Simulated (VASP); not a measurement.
# YbB2 (P6/mmm) in VASP: a series of runs

YbB2 is run at these levels: PBEsol; tasks: single point, relaxation of shape and atoms at fixed volume.

Program: VASP 6.6.1. These are calculated values, not measurements. Logs are shortened: lines on timing, memory, paths and dates and some standing lists are left out, and cuts for length are marked.

## Step 1: The cell of the first run

The structure is hexagonal, space group P6/mmm (No. 191). Conventional cell: a = 3.220 Å, b = 3.220 Å, c = 3.817 Å, α = 90.00°, β = 90.00°, γ = 120.00°. Within 3.5 Å of Yb (site symmetry 6/mmm) lie 12 B at 2.66 Å and 6 Yb at 3.22 Å. B (site symmetry -6m2) has 3 B at 1.86 Å within 2.5 Å.

## Step 2: Single point, PBEsol (11.43 Å³/atom)

INCAR reads:

```
  PREC = Accurate
  ENCUT = 520
  EDIFF = 1E-7
  ISMEAR = 0
  SIGMA = 0.05
  LREAL = F
  LASPH = T
  NELM = 60
  ALGO = Normal
  ISIF = 2
  LWAVE = F
  LCHARG = T
  GGA = PS
  LELF = T
  LVHAR = T
  NBANDS = 22
```

KPOINTS reads:

```
regular mesh
0
Gamma
  14 14 10
```

POSCAR reads:

```
YbB2
1.0
    3.2204526995      0.0000000000      0.0000000000
   -1.6102263498      2.7889938495      0.0000000000
    0.0000000000      0.0000000000      3.8170092654
Yb B
1 2
Direct
    0.0000000000      0.0000000000      0.0000000000
    0.3333333333      0.6666666667      0.5000000000
    0.6666666667      0.3333333333      0.5000000000
```

Potentials or basis: VASP PAW PBE potentials, release 64 (Yb, B).

Command:

```sh
$ cat potpaw_PBE.64/Yb/POTCAR potpaw_PBE.64/B/POTCAR > POTCAR
$ mpirun -np 1 vasp_std > vasp.out
```

OUTCAR:

```text
PREC = Accurate
   ENCUT = 520
   EDIFF = 1E-7
   ISMEAR = 0
   LREAL = F
   LASPH = T
   NELM = 60
   ISIF = 2
   GGA = PS

 ion  position               nearest neighbor table
   1  0.000  0.000  0.000-   2 2.66   3 2.66   2 2.66   3 2.66   3 2.66   3 2.66   2 2.66   2 2.66
                             3 2.66   3 2.66   2 2.66   2 2.66
   2  0.333  0.667  0.500-   3 1.86   3 1.86   3 1.86   1 2.66   1 2.66   1 2.66   1 2.66   1 2.66
                             1 2.66
   3  0.667  0.333  0.500-   2 1.86   2 1.86   2 1.86   1 2.66   1 2.66   1 2.66   1 2.66   1 2.66
                             1 2.66

  LATTYP: Found a hexagonal cell.
 ALAT       =     3.2204526995
 C/A-ratio  =     1.1852399714

  Lattice vectors:

 A1 = (   3.2204526995,   0.0000000000,   0.0000000000)
 A2 = (  -1.6102263498,   2.7889938495,   0.0000000000)
 A3 = (   0.0000000000,   0.0000000000,   3.8170092654)

Analysis of symmetry for initial positions (statically):
=====================================================================
 Subroutine PRICEL returns:
 Original cell was already a primitive cell.

 Routine SETGRP: Setting up the symmetry group for a
 hexagonal supercell.

 Subroutine GETGRP returns: Found 24 space group operations
 (whereof 24 operations were pure point group operations)
 out of a pool of 24 trial point group operations.

The static configuration has the point symmetry D_6h.

Analysis of symmetry for dynamics (positions and initial velocities):
=====================================================================
 Subroutine PRICEL returns:
 Original cell was already a primitive cell.

 Routine SETGRP: Setting up the symmetry group for a
 hexagonal supercell.

 Subroutine GETGRP returns: Found 24 space group operations
 (whereof 24 operations were pure point group operations)
 out of a pool of 24 trial point group operations.

The dynamic configuration has the point symmetry D_6h.

 Subroutine INISYM returns: Found 24 space group operations
 (whereof 24 operations are pure point group operations),
 and found     1 'primitive' translations

----------------------------------------------------------------------------------------

                                     Primitive cell

  volume of cell :      34.2837

[... 81 lines left out ...]
   PREC   = accura    normal or accurate (medium, high low for compatibility)
   ISTART =      0    job   : 0-new  1-cont  2-samecut
   ICHARG =      2    charge: 1-file 2-atom 10-const
   ISPIN  =      1    spin polarized calculation?
   LNONCOLLINEAR =      F non collinear calculations
   LSORBIT =      F    spin-orbit coupling
   LASPH  =      T    aspherical Exc in radial PAW
   ENCUT  =  520.0 eV  38.22 Ry    6.18 a.u.   5.99  5.99  7.10*2*pi/ulx,y,z
   NELM   =     60;   NELMIN=  2; NELMDL= -5     # of ELM steps
   EDIFF  = 0.1E-06   stopping-criterion for ELM
   LREAL  =      F    real-space projection
   EDIFFG = 0.1E-05   stopping-criterion for IOM
   NSW    =      0    number of steps for IOM
   IBRION =     -1    ionic relax: 0-MD 1-quasi-New 2-CG
   NFREE  =      0    steps in history (QN), initial steepest desc. (CG)
   ISIF   =      2    stress and relaxation
   ISYM   =      2    0-nonsym 1-usesym 2-fastsym
   POTIM  = 0.5000    time-step for ionic-motion
   TEBEG  =    0.0;   TEEND  =   0.0 temperature during run
   PSTRESS=    0.0 pullay stress
   NELECT =      30.0000    total number of electrons
   NUPDOWN=      -1.0000    fix difference up-down
   EMIN   =  10.00;   EMAX   =-10.00  energy-range for DOS
   EFERMI =   0.00;   METHOD = LEGACY
   ISMEAR =     0;   SIGMA  =   0.05  broadening in eV -4-tet -1-fermi 0-gaus
   EFERMI_NEDOS =   21; number of points for ismear=-14 and -15
   IALGO  =     38    algorithm
   IMIX   =      4    mixing-type and parameters
     AMIX     =   0.40;   BMIX     =  1.00
     AMIX_MAG =   1.60;   BMIX_MAG =  1.00
  volume/ion in A,a.u.               =      11.43        77.12
  Fermi-wavevector in a.u.,A,eV,Ry     =   1.565859  2.959045 33.360326  2.451915
  Thomas-Fermi vector in A             =   2.668273
   LORBIT       =      0    0 simple, 1 ext, 2 COOP (PROOUT), +10 PAW based schemes
   GGA     = PS    functional components
   LHFCALC =     F    Hartree Fock is set to
   AEXX    =    0.0000 exact exchange contribution
   IVDW    =     0    specifies the selected vdW correction
   LEPSILON=     F    determine dielectric tensor
   LRPA    =     F    only Hartree local field effects (RPA)
 non-spin polarized calculation
 Gauss-broadening in eV      SIGMA  =   0.05
  energy-cutoff  :      520.00
  volume of cell :       34.28
 maximum number of plane-waves:       937
 NGX is ok and might be reduce to    24
   NGX = 11   NGY = 11   NGZ = 15

 number of electron      29.9999983 magnetization

 Free energy of the ion-electron system (eV)
  ---------------------------------------------------
  ext. energy  EPLUGINS =         0.00000000
  ---------------------------------------------------
  free energy    TOTEN  =       -19.40214879 eV

  energy without entropy =      -19.39788909  energy(sigma->0) =      -19.40001894

 E-fermi :   3.9368     XC(G=0): -12.4140

 val. band max:        3.9361971100   @ k =   0.1429  -0.0000   0.1000
 cond. band min:       3.9410927667   @ k =   0.2143   0.0000   0.2000
 fundamental gap:      0.0048956567
 Fermi energy:         3.9368437328

 k-point     1 :       0.0000    0.0000    0.0000
  band No.  band energies     occupation
      1     -46.8976      2.00000
      2     -19.1151      2.00000
      3     -18.7116      2.00000
      4     -18.7116      2.00000
      5      -7.1554      2.00000
      6       2.3493      2.00000
[... 589 lines left out ...]
     21      15.2920      0.00000
     22      15.7966      0.00000

 [... further k-points ...]
[... 5 lines left out ...]
  --------------------------------------------------------------------------------------
  -------------------------------------------------------------------------------------
  Total       -0.5341590     -0.5341590     -0.5428610      0.0000000      0.0000000      0.0000000
  in kB      -24.9628066    -24.9628066    -25.3694769      0.0000000      0.0000000      0.0000000
  external PRESSURE =     -25.0983634 kB  Pullay stress =       0.0000000 kB

 VOLUME and BASIS-vectors are now :
 -----------------------------------------------------------------------------
  energy-cutoff  :      520.00
  volume of cell :       34.28
      direct lattice vectors                 reciprocal lattice vectors
     3.220452700  0.000000000  0.000000000     0.310515351  0.179276121  0.000000000
    -1.610226350  2.788993850  0.000000000     0.000000000  0.358552243  0.000000000
     0.000000000  0.000000000  3.817009265     0.000000000  0.000000000  0.261985217

 POSITION                                       TOTAL-FORCE (eV/Angst)
 -----------------------------------------------------------------------------------
      0.00000      0.00000      0.00000        -0.000000      0.000000      0.000000
     -0.00000      1.85933      1.90850        -0.000000     -0.000000      0.000000
      1.61023      0.92966      1.90850         0.000000      0.000000      0.000000
 -----------------------------------------------------------------------------------
    total drift:                               -0.000000      0.000000     -0.000000

  FREE ENERGIE OF THE ION-ELECTRON SYSTEM (eV)
  ---------------------------------------------------
  free  energy   TOTEN  =       -19.4021487889 eV

  energy  without entropy=      -19.3978890858  energy(sigma->0) =      -19.40001894
```

Run time: 2.5 min. Hardware: 1 thread of Intel Xeon Platinum 8559C (Emerald Rapids), shared host; peak memory 0.24 GiB.

Results:

| Property | Result |
| --- | --- |
| Free energy | -19.4021 eV |
| Pressure | -2.5 GPa |
| Band gap on the k mesh | zero (bands 15 and 16 overlap by 1.32 eV) |

Levels at points of the mesh, in eV from the Fermi level:
| k point | band 12 | band 13 | band 14 | band 15 | band 16 | band 17 | band 18 | band 19 |
| --- | --- | --- | --- | --- | --- | --- | --- | --- |
| (0.00, 0.00, 0.00) | -0.37 | -0.34 | -0.34 | -0.31 | 0.08 | 6.55 | 6.55 | 6.62 |
| (0.50, 0.00, 0.00) | -0.35 | -0.32 | -0.25 | 0.04 | 0.08 | 3.67 | 5.86 | 6.96 |
| (0.00, 0.00, 0.50) | -0.29 | -0.29 | 1.05 | 1.05 | 3.60 | 3.60 | 3.99 | 4.09 |
| (0.50, 0.00, 0.50) | -0.42 | -0.36 | -0.30 | -0.26 | -0.05 | 5.59 | 6.33 | 8.62 |

Caveat: the PAW data sets were made with another functional, which shifts forces and pressure a little; spin-orbit coupling is left out, which moves the levels of the heavy elements. Spin polarisation is off, so any magnetic state and its effect on volume and gap are missing.

## Step 3: Single point, PBEsol (11.65 Å³/atom)

This run uses another cell than the first one, of 11.65 Å³/atom.

INCAR reads:

```
PREC = Accurate
ENCUT = 520
EDIFF = 1E-7
ISMEAR = 0
SIGMA = 0.05
LREAL = F
LASPH = T
NELM = 60
ALGO = Normal
ISIF = 2
LWAVE = F
LCHARG = F
GGA = PS
NBANDS = 22
```

KPOINTS reads:

```
Automatic mesh
0
Gamma
  14 14 10
```

POSCAR reads:

```
YbB2
1.0
    3.2398030938      0.0000000000      0.0000000000
   -1.6199015469      2.8057517825      0.0000000000
    0.0000000000      0.0000000000      3.8455016295
Yb B
1 2
Direct
    0.0000000000      0.0000000000      0.0000000000
    0.3333333333      0.6666666667      0.5000000000
    0.6666666667      0.3333333333      0.5000000000
```

Potentials or basis: VASP PAW PBE potentials, release 64 (Yb, B).

Command:

```sh
$ cat potpaw_PBE.64/Yb/POTCAR potpaw_PBE.64/B/POTCAR > POTCAR
$ mpirun -np 1 vasp_std > vasp.out
```

OUTCAR:

```text
PREC = Accurate
   ENCUT = 520
   EDIFF = 1E-7
   ISMEAR = 0
   LREAL = F
   LASPH = T
   NELM = 60
   ISIF = 2
   GGA = PS

 ion  position               nearest neighbor table
   1  0.000  0.000  0.000-   2 2.68   3 2.68   2 2.68   3 2.68   3 2.68   3 2.68   2 2.68   2 2.68
                             3 2.68   3 2.68   2 2.68   2 2.68
   2  0.333  0.667  0.500-   3 1.87   3 1.87   3 1.87   1 2.68   1 2.68   1 2.68   1 2.68   1 2.68
                             1 2.68
   3  0.667  0.333  0.500-   2 1.87   2 1.87   2 1.87   1 2.68   1 2.68   1 2.68   1 2.68   1 2.68
                             1 2.68

  LATTYP: Found a hexagonal cell.
 ALAT       =     3.2398030938
 C/A-ratio  =     1.1869553544

  Lattice vectors:

 A1 = (   3.2398030938,   0.0000000000,   0.0000000000)
 A2 = (  -1.6199015469,   2.8057517825,   0.0000000000)
 A3 = (   0.0000000000,   0.0000000000,   3.8455016295)

Analysis of symmetry for initial positions (statically):
=====================================================================
 Subroutine PRICEL returns:
 Original cell was already a primitive cell.

[... 165 lines left out ...]
  ext. energy  EPLUGINS =         0.00000000
  ---------------------------------------------------
  free energy    TOTEN  =       -19.38617865 eV

  energy without entropy =      -19.38193943  energy(sigma->0) =      -19.38405904

 E-fermi :   3.8329     XC(G=0): -12.3127

 val. band max:        3.8304707195   @ k =   0.1429   0.0000   0.0000
 cond. band min:       3.8343977677   @ k =   0.1429   0.0000   0.1000
 fundamental gap:      0.0039270481
 Fermi energy:         3.8328914965

 k-point     1 :       0.0000    0.0000    0.0000
  band No.  band energies     occupation
      1     -47.0220      2.00000
      2     -19.2328      2.00000
      3     -18.8594      2.00000
      4     -18.8594      2.00000
      5      -7.1734      2.00000
      6       2.2410      2.00000
[... 589 lines left out ...]
     21      14.9455      0.00000
     22      15.4960      0.00000

 [... further k-points ...]
[... 5 lines left out ...]
  --------------------------------------------------------------------------------------
  -------------------------------------------------------------------------------------
  Total       -1.1169562     -1.1169562     -1.1321744      0.0000000     -0.0000000     -0.0000000
  in kB      -51.1948016    -51.1948016    -51.8923167      0.0000000     -0.0000000     -0.0000000
  external PRESSURE =     -51.4273066 kB  Pullay stress =       0.0000000 kB

 VOLUME and BASIS-vectors are now :
 -----------------------------------------------------------------------------
  energy-cutoff  :      520.00
  volume of cell :       34.96
      direct lattice vectors                 reciprocal lattice vectors
     3.239803094  0.000000000  0.000000000     0.308660734  0.178205358  0.000000000
    -1.619901547  2.805751782  0.000000000     0.000000000  0.356410715  0.000000000
     0.000000000  0.000000000  3.845501630     0.000000000  0.000000000  0.260044097

 POSITION                                       TOTAL-FORCE (eV/Angst)
 -----------------------------------------------------------------------------------
      0.00000      0.00000      0.00000        -0.000000     -0.000000      0.000000
     -0.00000      1.87050      1.92275         0.000000     -0.000000      0.000000
      1.61990      0.93525      1.92275        -0.000000      0.000000      0.000000
 -----------------------------------------------------------------------------------
    total drift:                               -0.000000      0.000000     -0.000000

  FREE ENERGIE OF THE ION-ELECTRON SYSTEM (eV)
  ---------------------------------------------------
  free  energy   TOTEN  =       -19.3861786516 eV

  energy  without entropy=      -19.3819394347  energy(sigma->0) =      -19.38405904
```

stdout:

```text
POSCAR found type information on POSCAR YbB
 POSCAR found :  2 types and       3 ions
 scaLAPACK will be used
 -----------------------------------------------------------------------------
|                                                                             |
|                                                                             |
|     You enforced a specific xc type in the INCAR file but a different       |
|     I HOPE YOU KNOW WHAT YOU ARE DOING!                                     |
|                                                                             |
 -----------------------------------------------------------------------------

 LDA part: xc-table for (Slater+PW92), standard interpolation
 POSCAR, INCAR and KPOINTS ok, starting setup
 FFT: planning ... GRIDC
 FFT: planning ... GRID_SOFT
 FFT: planning ... GRID
 WAVECAR not read
 entering main loop
```

Wall time 2.8 min (1 thread of Intel Xeon Platinum 8559C (Emerald Rapids), shared host); peak memory 0.26 GiB.

What came out:

* Free energy: -19.3862 eV
* Pressure: -5.1 GPa
* Band gap on the k mesh: zero (bands 15 and 16 overlap by 1.29 eV)

Caveat: the cell stands under tension; the PAW data sets were made with another functional, which shifts forces and pressure a little; spin-orbit coupling is left out, which moves the levels of the heavy elements.

## Step 4: Relaxation of shape and atoms at fixed volume, PBEsol (10.76 Å³/atom)

This run uses another cell than the first one, of 10.76 Å³/atom.

INCAR reads:

```
SYSTEM = YbB2
PREC = Accurate
ENCUT = 600
EDIFF = 1E-6
ISMEAR = 0
SIGMA = 0.05
LREAL = .FALSE.
LASPH = .TRUE.
NELM = 60
ALGO = Normal
ISIF = 4
LWAVE = .FALSE.
LCHARG = .FALSE.
GGA = PS
IBRION = 2
NSW = 60
EDIFFG = -0.01
```

KPOINTS reads:

```
Automatic mesh
0
G
  14 14 10
  0 0 0
```

POSCAR reads:

```
YbB2
1.0
    3.1594139929      0.0000000000      0.0000000000
   -1.5797069965      2.7361327789      0.0000000000
    0.0000000000      0.0000000000      3.7326309303
Yb B
1 2
Direct
    0.0000000000      0.0000000000      0.0000000000
    0.3333333333      0.6666666667      0.5000000000
    0.6666666667      0.3333333333      0.5000000000
```

Command:

```sh
$ cat potpaw_PBE.64/Yb/POTCAR potpaw_PBE.64/B/POTCAR > POTCAR
$ mpirun -np 1 vasp_std > vasp.out
```

It took 3.3 min on 1 thread of Intel Xeon Platinum 8559C (Emerald Rapids), shared host; peak memory 0.27 GiB.

Results (log left out):

```
Free energy             : -19.3760 eV
Ionic steps             : 3
Pressure after relaxing : 6.5 GPa
Band gap on the k mesh  : zero (bands 15 and 16 overlap by 1.43 eV)
```

Stress tensor (GPa, compression positive):
```
6.47 0.00 0.00
0.00 6.47 0.00
0.00 0.00 6.60
```

Final structure:
```cif
data_structure
_symmetry_space_group_name_H-M 'P 1'
_symmetry_Int_Tables_number 1
_cell_length_a 3.1601
_cell_length_b 3.1601
_cell_length_c 3.7310
_cell_angle_alpha 90.000
_cell_angle_beta 90.000
_cell_angle_gamma 120.000
_cell_volume 32.27
loop_
_atom_site_label
_atom_site_type_symbol
_atom_site_fract_x
_atom_site_fract_y
_atom_site_fract_z
_atom_site_occupancy
Yb1 Yb 0.00000 0.00000 0.00000 1
B1 B 0.33333 0.66667 0.50000 1
B2 B 0.66667 0.33333 0.50000 1
```

Levels at points of the mesh, in eV from the Fermi level:
```csv
k point,band 11,band 12,band 13,band 14,band 15,band 16,band 17,band 18,band 19
"(0.00, 0.00, 0.00)",-0.41,-0.41,-0.41,-0.41,-0.35,0.13,6.84,6.84,7.12
"(0.50, 0.00, 0.00)",-0.49,-0.39,-0.35,-0.29,-0.10,0.10,3.87,6.01,7.51
"(0.00, 0.00, 0.50)",-0.35,-0.32,-0.32,1.11,1.11,3.62,3.62,4.15,4.15
"(0.50, 0.00, 0.50)",-0.55,-0.47,-0.40,-0.34,-0.29,0.05,5.96,6.63,9.13
```

Caveat: the PAW data sets were made with another functional, which shifts forces and pressure a little; spin-orbit coupling is left out, which moves the levels of the heavy elements. Spin polarisation is off, so any magnetic state and its effect on volume and gap are missing.

## Step 5: The runs side by side

| task | cell | cutoff (eV) | gap on the mesh (eV) | pressure (GPa) |
| --- | --- | --- | --- | --- |
| single point | a = 3.220, b = 3.220, c = 3.817 Å, angles 90.0, 90.0, 120.0°, 3 atoms | 520 | none | -2.5 |
| single point | a = 3.240, b = 3.240, c = 3.846 Å, angles 90.0, 90.0, 120.0°, 3 atoms | 520 | none | -5.1 |
| relaxation of shape and atoms at fixed volume | relaxed from a = 3.159, b = 3.159, c = 3.733 Å, angles 90.0, 90.0, 120.0°, 3 atoms | 600 | none | 6.5 |

Alike in all rows: level PBEsol; potentials or basis VASP PAW PBE potentials, release 64 (Yb, B); no spin polarisation; k mesh 14 × 14 × 10; smearing gaussian 0.05 eV.

Caveats: the PAW data sets were made with another functional, which shifts forces and pressure a little; spin-orbit coupling is left out, which moves the levels of the heavy elements; the cell stands under tension (at least some runs).

Absolute energies hang on the potentials; compare differences alone.
